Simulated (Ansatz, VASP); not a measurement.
Cl: VASP beside Ansatz

The input INCAR:

```
PREC     = Accurate       # precision mode
ENCUT    = 520            # plane-wave cutoff, eV
EDIFF    = 1E-6           # SCF threshold, eV
ISMEAR   = 0              # smearing method
SIGMA    = 0.1            # smearing width, eV
LREAL    = False          # projectors in reciprocal space
LASPH    = True           # aspherical terms in the spheres
NELM     = 100            # most SCF steps
ALGO     = Fast           # electronic algorithm
ISIF     = 2              # what is computed and relaxed
LWAVE    = False          # write WAVECAR
LCHARG   = False          # write CHGCAR
GGA      = PS             # functional
NBANDS   = 10             # bands
```

File KPOINTS:

```
Automatic mesh
0
Gamma
  14 14 20
```

Contents of POSCAR:

```
Cl
1.0
    2.2925282754     -3.1032631960      0.0425735141
    2.2925282754      3.1032631960      0.0425735141
   -1.4239701244      0.0000000000      2.0402486963
Cl
1
Direct
    0.5000000000      0.5000000000      0.5000000000
```

Input for Ansatz:

```yaml
crystal:
  lattice:
    - [2.2925282754, -3.103263196, 0.0425735141]
    - [2.2925282754, 3.103263196, 0.0425735141]
    - [-1.4239701244, 0.0, 2.0402486963]
  atoms:
    - { symbol: Cl, position: [0.5, 0.5, 0.5] }
basis:
  ecutwfc: 420
kpoints:
  mp_grid: { grid: [14, 14, 20] }
hamiltonian:
  xc: pbesol
scf:
  occupations: { method: gaussian, width: 0.1 }
output:
  forces: true
  stress: true
  eigenvalues: true
  populations: true
```

Alike in both runs: task single point; functional PBEsol; k mesh 14 × 14 × 20; occupations gaussian, width 0.1 eV; no spin polarisation.

|  | VASP | Ansatz |
| --- | --- | --- |
| version | VASP 6.6.1 | Ansatz 0.2.0 |
| potentials or method | VASP PAW PBE potentials, release 64 (Cl), cutoff 520 eV | scalar-relativistic, plane waves, PAW |
| valence electrons in the cell | 7 | 7 |

|  | VASP | Ansatz | Ansatz less VASP |
| --- | --- | --- | --- |
| gap on the k mesh at the Fermi level (eV) | none | none | - |
| pressure (GPa) | -5.1 | -5.1 | +0.08 |
| traceless stress, the component that is largest in VASP (GPa) | 6.32 | 6.26 | -0.055 |

VASP's potentials were made for PBE, not for PBEsol. A gap of «none» marks a metal or a gap that the smearing closes.
